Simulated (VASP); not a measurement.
# Ti (P2/m) in VASP: a series of runs

Runs on Ti. Level: PBEsol. Tasks: single point.

Program: VASP 6.6.1. These are calculated values, not measurements. Logs are shortened: lines on timing, memory, paths and dates and some standing lists are left out, and cuts for length are marked.

## 1. The cell of the first run

It takes space group P2/m (No. 10, monoclinic). The conventional cell has a = 4.548 Å, b = 2.826 Å, c = 4.567 Å, α = 90.00°, β = 119.57°, γ = 90.00°. Ti (site symmetry m) has 11 Ti at 2.63 to 3.00 Å within 3.5 Å. Within 3.7 Å of Ti (site symmetry 2/m) lie 14 Ti at 2.83 to 3.00 Å.

## 2. Single point, PBEsol

Contents of INCAR:

```
PREC = Accurate
ENCUT = 520
EDIFF = 1E-6
ISMEAR = -1
SIGMA = 0.05
LREAL = F
LASPH = T
NELM = 100
ALGO = Fast
ISIF = 2
LWAVE = F
LCHARG = F
GGA = PS
NBANDS = 25
```

Contents of KPOINTS:

```
Automatic mesh
0
Gamma
  6 6 8
```

Contents of POSCAR:

```
Ti
1.0
    4.5673748306     -0.0228368742      0.0000000000
   -2.3034647285      3.9668810690      0.0000000000
    0.0000000000      0.0000000000      2.8262442700
Ti
3
Direct
    0.6666666667      0.3333333333      0.5000000000
    0.3333333333      0.6666666667      0.5000000000
    0.0000000000      0.0000000000      0.0000000000
```

Potentials or basis: VASP PAW PBE potentials, release 64 (Ti_sv).

Started as:

```console
cat potpaw_PBE.64/Ti_sv/POTCAR > POTCAR
mpirun -np 1 vasp_std > vasp.out
```

OUTCAR:

```text
PREC = Accurate
   ENCUT = 520
   EDIFF = 1E-6
   ISMEAR = -1
   LREAL = F
   LASPH = T
   NELM = 100
   ISIF = 2
   GGA = PS

 ion  position               nearest neighbor table
   1  0.667  0.333  0.500-   2 2.63   2 2.64   2 2.65
   2  0.333  0.667  0.500-   1 2.63   1 2.64   1 2.65
   3  0.000  0.000  0.000-

  LATTYP: Found a simple monoclinic cell.
 ALAT       =     4.5476118525
 B/A-ratio  =     0.6214787809
 C/A-ratio  =     1.0043583469
 COS(beta)  =    -0.4934813924

  Lattice vectors:

 A1 = (   2.2639101021,   3.9440441948,   0.0000000000)
 A2 = (   0.0000000000,   0.0000000000,  -2.8262442700)
 A3 = (  -4.5673748306,   0.0228368742,   0.0000000000)

Analysis of symmetry for initial positions (statically):
=====================================================================
 Subroutine PRICEL returns:
 Original cell was already a primitive cell.

 Routine SETGRP: Setting up the symmetry group for a
 simple monoclinic supercell.

 Subroutine GETGRP returns: Found  4 space group operations
 (whereof  4 operations were pure point group operations)
 out of a pool of  4 trial point group operations.

The static configuration has the point symmetry C_2h.

Analysis of symmetry for dynamics (positions and initial velocities):
=====================================================================
 Subroutine PRICEL returns:
 Original cell was already a primitive cell.

 Routine SETGRP: Setting up the symmetry group for a
 simple monoclinic supercell.

 Subroutine GETGRP returns: Found  4 space group operations
 (whereof  4 operations were pure point group operations)
 out of a pool of  4 trial point group operations.

The dynamic configuration has the point symmetry C_2h.

 Subroutine INISYM returns: Found  4 space group operations
 (whereof  4 operations are pure point group operations),
 and found     1 'primitive' translations

----------------------------------------------------------------------------------------

                                     Primitive cell

  volume of cell :      51.0579

  direct lattice vectors                    reciprocal lattice vectors
     4.567374831 -0.022836874  0.000000000     0.219581677  0.127505372  0.000000000
    -2.303464728  3.966881069  0.000000000     0.001264106  0.252821248  0.000000000
     0.000000000  0.000000000  2.826244270     0.000000000  0.000000000  0.353826458

  length of vectors
     4.567431922  4.587166355  2.826244270     0.253916783  0.252824409  0.353826458

  position of ions in fractional coordinates (direct lattice)
     0.666666667  0.333333333  0.500000000
     0.333333333  0.666666667  0.500000000
     0.000000000  0.000000000  0.000000000

  ion indices of the primitive-cell ions
   primitive index   ion index
                 1           1
                 2           2
                 3           3

----------------------------------------------------------------------------------------

 KPOINTS: Automatic mesh

Automatic generation of k-mesh.
 Grid dimensions read from file:
 generate k-points for:    6    6    8

 Generating k-lattice:

  Cartesian coordinates                     Fractional coordinates (reciprocal lattice)
     0.036596946  0.021250895  0.000000000     0.166666667 -0.000000000  0.000000000
     0.000210684  0.042136875  0.000000000    -0.000000000  0.166666667  0.000000000
     0.000000000  0.000000000  0.044228307     0.000000000  0.000000000  0.125000000

  Length of vectors
     0.042319464  0.042137401  0.044228307

  Shift w.r.t. Gamma in fractional coordinates (k-lattice)
     0.000000000  0.000000000  0.000000000

 Subroutine IBZKPT returns following result:
 ===========================================

 Found    100 irreducible k-points:

 Following reciprocal coordinates:
            Coordinates               Weight
  0.000000  0.000000  0.000000      1.000000
  0.166667  0.000000  0.000000      2.000000
  0.333333  0.000000  0.000000      2.000000
  0.500000  0.000000  0.000000      1.000000
  0.000000  0.166667  0.000000      2.000000
  0.166667  0.166667  0.000000      2.000000
[... 16 lines left out ...]
  0.333333  0.000000  0.125000      4.000000
  0.500000  0.000000  0.125000      2.000000
 [... further k-points ...]
   k-points           NKPTS =    100   k-points in BZ     NKDIM =    100   number of bands    NBANDS=     25
   number of dos      NEDOS =    301   number of ions     NIONS =      3
   total plane-waves  NPLWV =  31104
   dimension x,y,z NGX =    36 NGY =   36 NGZ =   24
   dimension x,y,z NGXF=    72 NGYF=   72 NGZF=   48
   ions per type =               3
   NGX,Y,Z   is equivalent  to a cutoff of  13.10, 13.05, 14.12 a.u.
   NGXF,Y,Z  is equivalent  to a cutoff of  26.21, 26.09, 28.23 a.u.
 SYSTEM =  unknown system
   PREC   = accura    normal or accurate (medium, high low for compatibility)
   ISTART =      0    job   : 0-new  1-cont  2-samecut
   ICHARG =      2    charge: 1-file 2-atom 10-const
   ISPIN  =      1    spin polarized calculation?
   LNONCOLLINEAR =      F non collinear calculations
   LSORBIT =      F    spin-orbit coupling
   LASPH  =      T    aspherical Exc in radial PAW
   ENCUT  =  520.0 eV  38.22 Ry    6.18 a.u.   8.49  8.53  5.25*2*pi/ulx,y,z
   NELM   =    100;   NELMIN=  2; NELMDL= -5     # of ELM steps
   EDIFF  = 0.1E-05   stopping-criterion for ELM
   LREAL  =      F    real-space projection
   EDIFFG = 0.1E-04   stopping-criterion for IOM
   NSW    =      0    number of steps for IOM
   IBRION =     -1    ionic relax: 0-MD 1-quasi-New 2-CG
   NFREE  =      0    steps in history (QN), initial steepest desc. (CG)
   ISIF   =      2    stress and relaxation
   ISYM   =      2    0-nonsym 1-usesym 2-fastsym
   POTIM  = 0.5000    time-step for ionic-motion
   TEBEG  =    0.0;   TEEND  =   0.0 temperature during run
   PSTRESS=    0.0 pullay stress
   NELECT =      36.0000    total number of electrons
   NUPDOWN=      -1.0000    fix difference up-down
   EMIN   =  10.00;   EMAX   =-10.00  energy-range for DOS
   EFERMI =   0.00;   METHOD = LEGACY
   ISMEAR =    -1;   SIGMA  =   0.05  broadening in eV -4-tet -1-fermi 0-gaus
   EFERMI_NEDOS =   21; number of points for ismear=-14 and -15
   IALGO  =     68    algorithm
   IMIX   =      4    mixing-type and parameters
     AMIX     =   0.40;   BMIX     =  1.00
     AMIX_MAG =   1.60;   BMIX_MAG =  1.00
  volume/ion in A,a.u.               =      17.02       114.85
  Fermi-wavevector in a.u.,A,eV,Ry     =   1.457096  2.753512 28.886908  2.123128
  Thomas-Fermi vector in A             =   2.573937
   LORBIT       =      0    0 simple, 1 ext, 2 COOP (PROOUT), +10 PAW based schemes
   GGA     = PS    functional components
   LHFCALC =     F    Hartree Fock is set to
   AEXX    =    0.0000 exact exchange contribution
   IVDW    =     0    specifies the selected vdW correction
   LEPSILON=     F    determine dielectric tensor
   LRPA    =     F    only Hartree local field effects (RPA)
 non-spin polarized calculation
 RMM-DIIS sequential band-by-band and
  energy-cutoff  :      520.00
  volume of cell :       51.06
 maximum number of plane-waves:      1404
 NGX is ok and might be reduce to    36
   NGX = 17   NGY = 17   NGZ = 11

 number of electron      35.9999989 magnetization

 Free energy of the ion-electron system (eV)
  ---------------------------------------------------
  ext. energy  EPLUGINS =         0.00000000
  ---------------------------------------------------
  free energy    TOTEN  =       -25.04074201 eV

  energy without entropy =      -25.01495649  energy(sigma->0) =      -25.02784925

 E-fermi :   8.3062     XC(G=0): -11.7330

 val. band max:        8.3041504969   @ k =  -0.3333   0.3333   0.1250
 cond. band min:       8.3497064013   @ k =   0.5000   0.5000   0.2500
 fundamental gap:      0.0455559044
 Fermi energy:         8.3062101826

 k-point     1 :       0.0000    0.0000    0.0000
  band No.  band energies     occupation
      1     -48.3364      2.00000
      2     -48.0802      2.00000
      3     -47.9107      2.00000
      4     -24.7534      2.00000
      5     -24.7506      2.00000
      6     -24.6587      2.00000
[... 17 lines left out ...]
     24      10.1981      0.00000
     25      10.2245      0.00000

 k-point     2 :       0.1667    0.0000    0.0000
  band No.  band energies     occupation
      1     -48.3325      2.00000
      2     -48.0731      2.00000
      3     -47.9221      2.00000
      4     -24.8189      2.00000
      5     -24.8011      2.00000
      6     -24.5770      2.00000
[... 17 lines left out ...]
     24       9.8209      0.00000
     25      10.7017      0.00000

 k-point     3 :       0.3333    0.0000    0.0000
  band No.  band energies     occupation
      1     -48.3250      2.00000
      2     -48.0520      2.00000
      3     -47.9515      2.00000
      4     -24.8930      2.00000
      5     -24.7830      2.00000
      6     -24.5011      2.00000
[... 17 lines left out ...]
     24      10.3823      0.00000
     25      10.9898      0.00000

 k-point     4 :       0.5000    0.0000    0.0000
  band No.  band energies     occupation
      1     -48.3215      2.00000
      2     -48.0324      2.00000
      3     -47.9750      2.00000
      4     -24.9209      2.00000
      5     -24.7254      2.00000
      6     -24.5330      2.00000
[... 17 lines left out ...]
     24      10.3257      0.00000
     25      10.9637      0.00000
[... 477 lines left out ...]
 k-point    22 :       0.1667    0.0000    0.1250
  band No.  band energies     occupation
      1     -48.3227      2.00000
      2     -48.0662      2.00000
      3     -47.9141      2.00000
      4     -24.7995      2.00000
      5     -24.7849      2.00000
      6     -24.5743      2.00000
[... 17 lines left out ...]
     24       9.8518      0.00000
     25      10.8638      0.00000

 k-point    23 :       0.3333    0.0000    0.1250
  band No.  band energies     occupation
      1     -48.3162      2.00000
      2     -48.0442      2.00000
      3     -47.9434      2.00000
      4     -24.8694      2.00000
      5     -24.7728      2.00000
      6     -24.5071      2.00000
[... 17 lines left out ...]
     24      10.3253      0.00000
     25      10.9865      0.00000

 k-point    24 :       0.5000    0.0000    0.1250
  band No.  band energies     occupation
      1     -48.3132      2.00000
      2     -48.0240      2.00000
      3     -47.9670      2.00000
      4     -24.8958      2.00000
      5     -24.7238      2.00000
      6     -24.5532      2.00000
[... 17 lines left out ...]
     24      10.3389      0.00000
     25      11.0971      0.00000

 [... further k-points ...]

------------------------ aborting loop because EDIFF is reached ----------------------------------------

  FORCE on cell =-STRESS in cart. coord.  units (eV):
  Direction    XX          YY          ZZ          XY          YZ          ZX
  --------------------------------------------------------------------------------------
  -------------------------------------------------------------------------------------
  Total       -1.2137044     -1.2191185     -1.2065842      0.1668445      0.0000000      0.0000000
  in kB      -38.0855946    -38.2554849    -37.8621656      5.2355196      0.0000000      0.0000000
  external PRESSURE =     -38.0677484 kB  Pullay stress =       0.0000000 kB

 VOLUME and BASIS-vectors are now :
 -----------------------------------------------------------------------------
  energy-cutoff  :      520.00
  volume of cell :       51.06
      direct lattice vectors                 reciprocal lattice vectors
     4.567374831 -0.022836874  0.000000000     0.219581677  0.127505372  0.000000000
    -2.303464728  3.966881069  0.000000000     0.001264106  0.252821248  0.000000000
     0.000000000  0.000000000  2.826244270     0.000000000  0.000000000  0.353826458

 POSITION                                       TOTAL-FORCE (eV/Angst)
 -----------------------------------------------------------------------------------
      2.27709      1.30707      1.41312         0.005629      0.000562     -0.000000
     -0.01318      2.63698      1.41312        -0.005629     -0.000562      0.000000
      0.00000      0.00000      0.00000        -0.000000      0.000000      0.000000
 -----------------------------------------------------------------------------------
    total drift:                                0.000000      0.000000     -0.000000

  FREE ENERGIE OF THE ION-ELECTRON SYSTEM (eV)
  ---------------------------------------------------
  free  energy   TOTEN  =       -25.0407420146 eV

  energy  without entropy=      -25.0149564909  energy(sigma->0) =      -25.02784925
```

Wall time 3.3 min (1 thread of Intel Xeon 6975P-C (Granite Rapids), shared host); peak memory 0.23 GiB.

Results:

```
Free energy            : -25.0407 eV
Pressure               : -3.8 GPa
Largest force          : 0.006 eV/Å
Band gap on the k mesh : zero (bands 18 and 19 overlap by 0.17 eV)
```

Forces in eV/Å, atoms in the order of the input:
```
Ti   0.006  0.001  0.000
Ti  -0.006 -0.001  0.000
Ti   0.000  0.000  0.000
```

Stress tensor (GPa, compression positive):
```
-3.81  0.52  0.00
 0.52 -3.83  0.00
 0.00  0.00 -3.79
```

Caveat: the cell stands under tension; the PAW data sets were made with another functional, which shifts forces and pressure a little.

## 3. Single point, PBEsol

Contents of INCAR:

```
SYSTEM = Ti
PREC = Accurate ; ENCUT = 520
EDIFF = 1E-6 ; ISMEAR = -1
SIGMA = 0.05 ; LREAL = .False.
LASPH = .True. ; NELM = 80
ALGO = Fast ; ISIF = 2
LWAVE = .False. ; LCHARG = .True.
GGA = PS ; LELF = .True.
LVHAR = .True. ; NBANDS = 25
```

Contents of KPOINTS:

```
regular mesh
0
Gamma
  6 6 8
  0 0 0
```

Contents of POSCAR:

```
Ti
1.0
    4.5673748306      0.0228368742      0.0000000000
   -2.2639101021      3.9440441948      0.0000000000
    0.0000000000      0.0000000000      2.8262442700
Ti
3
Direct
    0.6666666667      0.3333333333      0.5000000000
    0.3333333333      0.6666666667      0.5000000000
    0.0000000000      0.0000000000      0.0000000000
```

Potentials or basis: VASP PAW PBE potentials, release 64 (Ti_sv).

Started as:

```console
cat potpaw_PBE.64/Ti_sv/POTCAR > POTCAR
mpirun -np 1 vasp_std > vasp.out
```

Wall time 2.8 min (1 thread of Intel Xeon 6975P-C (Granite Rapids), shared host); peak memory 0.24 GiB.

Results (log left out):

```yaml
Free_energy: -25.0407 eV
Pressure: -3.9 GPa
Largest_force: 0.006 eV/Å
Band_gap_on_the_k_mesh: zero (bands 18 and 19 overlap by 0.17 eV)
```

Forces in eV/Å, atoms in the order of the input:
```
Ti  -0.006  0.001  0.000
Ti   0.006 -0.001  0.000
Ti   0.000  0.000  0.000
```

Stress tensor (GPa, compression positive):
```
-3.88 -0.52  0.00
-0.52 -3.90  0.00
 0.00  0.00 -3.86
```

Levels at points of the mesh, in eV from the Fermi level:
```tsv
k point	band 16	band 17	band 18	band 19	band 20	band 21
(0.00, 0.00, 0.00)	-0.67	-0.66	-0.56	-0.03	0.68	1.24
(0.50, 0.00, 0.00)	-0.43	-0.42	-0.37	0.05	0.55	1.03
(0.00, 0.50, 0.00)	-0.42	-0.40	-0.36	0.06	0.54	1.03
(0.50, 0.50, 0.00)	-0.41	-0.38	-0.35	0.06	0.51	1.04
(0.00, 0.00, 0.50)	-1.73	-1.64	-1.61	1.05	1.07	1.22
(0.50, 0.00, 0.50)	-1.18	-0.69	-0.64	0.33	0.83	0.92
(0.00, 0.50, 0.50)	-1.17	-0.68	-0.64	0.35	0.82	0.94
(0.50, 0.50, 0.50)	-1.15	-0.66	-0.63	0.38	0.80	0.96
```

Caveat: the cell stands under tension; the PAW data sets were made with another functional, which shifts forces and pressure a little.

The gap in the log of VASP goes by the Fermi energy; the results here count the filled bands.